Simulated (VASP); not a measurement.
# Si (P6_3/mmc) in VASP: further runs, part 2 of 2

VASP 6.6.1.

**4. Single point, LDA (strain +0.040 along x and y, +0.080 along z)**

INCAR reads:

```
SYSTEM = Si
PREC     = Accurate       ! precision mode
ENCUT    = 520            ! plane-wave cutoff, eV
EDIFF    = 1E-7           ! SCF threshold, eV
ISMEAR   = 0              ! smearing method
SIGMA    = 0.03           ! smearing width, eV
LREAL    = .False.        ! projectors in reciprocal space
LASPH    = .True.         ! aspherical terms in the spheres
NELM     = 100            ! most SCF steps
ALGO     = Normal         ! electronic algorithm
ISIF     = 2              ! what is computed and relaxed
LWAVE    = .False.        ! write WAVECAR
LCHARG   = .False.        ! write CHGCAR
GGA      = CA             ! functional
NBANDS   = 16             ! bands
```

KPOINTS reads:

```
Automatic mesh
0
Gamma
  12 12 6
  0 0 0
```

POSCAR reads:

```
Si
1.0
    3.9845701589      0.0000000000      0.0000000000
   -1.9922850795      3.4507389808      0.0000000000
    0.0000000000      0.0000000000      6.8392317602
Si
4
Direct
    0.3333333333      0.6666666667      0.0630095000
    0.6666666667      0.3333333333      0.5630095000
    0.3333333333      0.6666666667      0.4369905000
    0.6666666667      0.3333333333      0.9369905000
```

Command:

```console
$ cat potpaw_LDA.64/Si/POTCAR > POTCAR
$ mpirun -np 1 vasp_std > vasp.out
```

It took 94 s on 1 thread of Intel Xeon Platinum 8259CL at 2.50GHz (Skylake/Cascade Lake), shared host; peak memory 0.21 GiB.

The run converged. Its results:

| Quantity | Value |
| --- | --- |
| Free energy | -23.1148 eV |
| Pressure | -11.5 GPa |
| Largest force | 0.046 eV/Å |
| Band gap on the k mesh | 0.51 eV (least direct gap 0.86 eV) |

Forces in eV/Å, atoms in the order of the input:
```
Si   0.000  0.000  0.046
Si   0.000  0.000  0.046
Si   0.000  0.000 -0.046
Si   0.000  0.000 -0.046
```

Stress tensor (GPa, compression positive):
```
 -9.86   0.00   0.00
  0.00  -9.86   0.00
  0.00   0.00 -14.74
```

Levels at points of the mesh, in eV from the valence-band top:
```tsv
k point	band 5	band 6	band 7	band 8	band 9	band 10	band 11	band 12
(0.00, 0.00, 0.00)	-1.12	-0.30	0.00	0.00	0.86	1.01	2.21	2.21
(0.50, 0.00, 0.00)	-3.93	-2.50	-2.41	-1.29	0.71	1.87	2.94	3.31
(0.00, 0.00, 0.50)	-0.67	-0.67	-0.67	-0.67	1.50	1.50	3.02	3.02
(0.50, 0.00, 0.50)	-2.22	-2.22	-2.00	-2.00	0.72	0.72	1.77	1.77
```

Caveat: the cell differs from its parent crystal (strain +0.040 along x and y, +0.080 along z); the cell stands under tension. A k mesh can miss the band edges.

**5. Single point, LDA (strain +0.080 along x and y, +0.040 along z)**

INCAR reads:

```
SYSTEM = Si
PREC = Accurate
ENCUT = 520
EDIFF = 1E-6
ISMEAR = 0
SIGMA = 0.03
LREAL = .FALSE.
LASPH = .TRUE.
NELM = 60
ALGO = Normal
ISIF = 2
LWAVE = .FALSE.
LCHARG = .FALSE.
NBANDS = 16
```

KPOINTS reads:

```
Automatic mesh
0
G
  12 12 6
  0 0 0
```

POSCAR reads:

```
Si
1.0
    4.1378228574      0.0000000000      0.0000000000
   -2.0689114287      3.5834597108      0.0000000000
    0.0000000000      0.0000000000      6.5859268802
Si
4
Direct
    0.3333333333      0.6666666667      0.0630095000
    0.6666666667      0.3333333333      0.5630095000
    0.3333333333      0.6666666667      0.4369905000
    0.6666666667      0.3333333333      0.9369905000
```

Command:

```console
$ cat potpaw_LDA.64/Si/POTCAR > POTCAR
$ mpirun -np 1 vasp_std > vasp.out
```

Run time: 66 s. Hardware: 1 thread of Intel Xeon Platinum 8259CL at 2.50GHz (Skylake/Cascade Lake), shared host; peak memory 0.22 GiB.

The run converged. Its results:

```yaml
Free_energy: -22.8384 eV
Pressure: -12.8 GPa
Largest_force: 0.209 eV/Å
Band_gap_on_the_k_mesh: 0.06 eV
```

Forces in eV/Å, atoms in the order of the input:
```
Si   0.000  0.000 -0.209
Si   0.000  0.000 -0.209
Si   0.000  0.000  0.209
Si   0.000  0.000  0.209
```

Stress tensor (GPa, compression positive):
```
-14.38   0.00   0.00
  0.00 -14.38   0.00
  0.00   0.00  -9.60
```

Levels at points of the mesh, in eV from the valence-band top:
```tsv
k point	band 4	band 5	band 6	band 7	band 8	band 9	band 10	band 11	band 12	band 13
(0.00, 0.00, 0.00)	-1.42	-1.42	-0.28	0.00	0.00	0.06	1.05	1.82	1.82	2.78
(0.50, 0.00, 0.00)	-5.42	-3.92	-2.64	-2.46	-1.14	0.45	1.90	2.97	3.07	4.24
(0.00, 0.00, 0.50)	-3.85	-0.87	-0.87	-0.87	-0.87	0.87	0.87	2.79	2.79	2.79
(0.50, 0.00, 0.50)	-6.56	-2.05	-2.05	-2.02	-2.02	0.74	0.74	1.96	1.96	5.19
```

Caveat: the cell differs from its parent crystal (strain +0.080 along x and y, +0.040 along z); the cell stands under tension. A k mesh can miss the band edges.

**6. Single point, LDA (strain +0.080 along x and y, +0.080 along z)**

INCAR reads:

```
PREC = Accurate
ENCUT = 520
EDIFF = 1E-6
ISMEAR = 0
SIGMA = 0.03
LREAL = F
LASPH = T
NELM = 60
ALGO = Normal
ISIF = 2
LWAVE = F
LCHARG = F
NBANDS = 16
```

KPOINTS reads:

```
Automatic mesh
0
Gamma
  12 12 6
```

POSCAR, as its differences from that of step 5:

```diff
@@ -4,3 +4,3 @@
    -2.0689114287      3.5834597108      0.0000000000
-    0.0000000000      0.0000000000      6.5859268802
+    0.0000000000      0.0000000000      6.8392317602
 Si
```

Potentials or basis: VASP PAW LDA potentials, release 64 (Si).

Command:

```console
$ cat potpaw_LDA.64/Si/POTCAR > POTCAR
$ mpirun -np 1 vasp_std > vasp.out
```

It took 73 s on 1 thread of Intel Xeon Platinum 8259CL at 2.50GHz (Skylake/Cascade Lake), shared host; peak memory 0.23 GiB.

It converged, with:

| Item | Value |
| --- | --- |
| Free energy | -22.5592 eV |
| Pressure | -13.9 GPa |
| Largest force | 0.079 eV/Å |
| Band gap on the k mesh | 0.31 eV |

Forces in eV/Å, atoms in the order of the input:
```
Si   0.000  0.000 -0.079
Si   0.000  0.000 -0.079
Si   0.000  0.000  0.079
Si   0.000  0.000  0.079
```

Levels at points of the mesh, in eV from the valence-band top:
| k point | band 5 | band 6 | band 7 | band 8 | band 9 | band 10 | band 11 | band 12 |
| --- | --- | --- | --- | --- | --- | --- | --- | --- |
| (0.00, 0.00, 0.00) | -1.20 | -0.24 | 0.00 | 0.00 | 0.31 | 0.65 | 2.03 | 2.03 |
| (0.50, 0.00, 0.00) | -3.69 | -2.42 | -2.26 | -1.15 | 0.66 | 1.74 | 3.05 | 3.15 |
| (0.00, 0.00, 0.50) | -0.72 | -0.72 | -0.72 | -0.72 | 0.99 | 0.99 | 2.89 | 2.89 |
| (0.50, 0.00, 0.50) | -2.01 | -2.01 | -1.90 | -1.90 | 0.71 | 0.71 | 1.92 | 1.92 |

Caveat: the cell differs from its parent crystal (strain +0.080 along x and y, +0.080 along z); the cell stands under tension. A k mesh can miss the band edges.

**7. Summary**

```csv
cell,gap on the mesh (eV),pressure (GPa),largest force (eV/Å)
"a = 4.138, b = 4.138, c = 6.079 Å, angles 90.0, 90.0, 120.0°, 4 atoms",none,-8.0,1.12
"a = 4.138, b = 4.138, c = 6.333 Å, angles 90.0, 90.0, 120.0°, 4 atoms",none,-10.9,0.53
"a = 3.985, b = 3.985, c = 6.839 Å, angles 90.0, 90.0, 120.0°, 4 atoms",0.51,-11.5,0.05
"a = 4.138, b = 4.138, c = 6.586 Å, angles 90.0, 90.0, 120.0°, 4 atoms",0.06,-12.8,0.21
"a = 4.138, b = 4.138, c = 6.839 Å, angles 90.0, 90.0, 120.0°, 4 atoms",0.31,-13.9,0.08
```

Alike in all rows: task single point; level LDA; potentials or basis VASP PAW LDA potentials, release 64 (Si); no spin polarisation; k mesh 12 × 12 × 6; cutoff (eV) 520; smearing gaussian 0.03 eV.

Caveats: the cell stands under tension; semilocal functionals underestimate gaps, so a narrow gap can read as zero (at least some runs); forces of over 1 eV/Å act on the atoms, so gaps and moduli don't describe the material at rest (at least some runs).

Absolute energies hang on the potentials; compare differences alone.
